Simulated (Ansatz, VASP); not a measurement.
# Two plane-wave programs on C

Contents of INCAR:

```
  ALGO = Normal
  EDIFF = 1E-7
  ENCUT = 520
  GGA = PE
  ISIF = 2
  ISMEAR = 0
  LASPH = True
  LCHARG = False
  LREAL = False
  LWAVE = False
  NBANDS = 36
  NELM = 80
  PREC = Accurate
  SIGMA = 0.05
```

Contents of KPOINTS:

```
k-points
0
Gamma
  12 12 2
```

POSCAR

```
C
1.0
    2.3441000000      0.0000000000      0.0000000000
   -1.1720500000      2.0300501490      0.0000000000
    0.0000000000      0.0000000000     11.8077000000
C
12
Direct
    0.0000000000      0.0000000000      0.1868593266
    0.0000000000      0.0000000000      0.6868593266
    0.0000000000      0.0000000000      0.3131406734
    0.0000000000      0.0000000000      0.8131406734
    0.3333333333      0.6666666667      0.5207665411
    0.6666666667      0.3333333333      0.0207665411
    0.3333333333      0.6666666667      0.9792334589
    0.6666666667      0.3333333333      0.4792334589
    0.3333333333      0.6666666667      0.6450950823
    0.6666666667      0.3333333333      0.1450950823
    0.3333333333      0.6666666667      0.8549049177
    0.6666666667      0.3333333333      0.3549049177
```

Input for Ansatz:

```yaml
crystal:
  lattice:
    - [2.3441, 0.0, 0.0]
    - [-1.17205, 2.030050149, 0.0]
    - [0.0, 0.0, 11.8077]
  atoms:
    - { symbol: C, position: [0.0, 0.0, 0.1868593266] }
    - { symbol: C, position: [0.0, 0.0, 0.6868593266] }
    - { symbol: C, position: [0.0, 0.0, 0.3131406734] }
    - { symbol: C, position: [0.0, 0.0, 0.8131406734] }
    - { symbol: C, position: [0.3333333333, 0.6666666667, 0.5207665411] }
    - { symbol: C, position: [0.6666666667, 0.3333333333, 0.0207665411] }
    - { symbol: C, position: [0.3333333333, 0.6666666667, 0.9792334589] }
    - { symbol: C, position: [0.6666666667, 0.3333333333, 0.4792334589] }
    - { symbol: C, position: [0.3333333333, 0.6666666667, 0.6450950823] }
    - { symbol: C, position: [0.6666666667, 0.3333333333, 0.1450950823] }
    - { symbol: C, position: [0.3333333333, 0.6666666667, 0.8549049177] }
    - { symbol: C, position: [0.6666666667, 0.3333333333, 0.3549049177] }
basis:
  ecutwfc: 520.0
kpoints:
  mp_grid: { grid: [12, 12, 2] }
hamiltonian:
  xc: pbe
  pseudopotentials: { kind: paw, azcp: { folder: soft_1 } }
scf:
  occupations: { method: gaussian, width: 0.05 }
output:
  forces: true
  stress: true
  eigenvalues: true
```

Alike in both runs: task single point; functional PBE; k mesh 12 × 12 × 2; occupations gaussian, width 0.05 eV; no spin polarisation.

|  | VASP | Ansatz |
| --- | --- | --- |
| version | VASP 6.6.1 | Ansatz 0.2.0 |
| potentials or method | VASP PAW PBE potentials, release 64 (C), cutoff 520 eV | scalar-relativistic, plane waves, PAW |
| valence electrons in the cell | 48 | 48 |

```tsv
	VASP	Ansatz	Ansatz less VASP
gap on the k mesh at the Fermi level (eV)	5.05	5.06	+0.012
least direct gap on the mesh (eV)	5.43	5.43	+0.006
rms of the force components (eV/Å)	0.248	0.243	-0.0045
```

Atom by atom the forces differ by 0.005 eV/Å (rms over components). With one functional, cell and mesh, what is left measures potentials, basis and numerics.
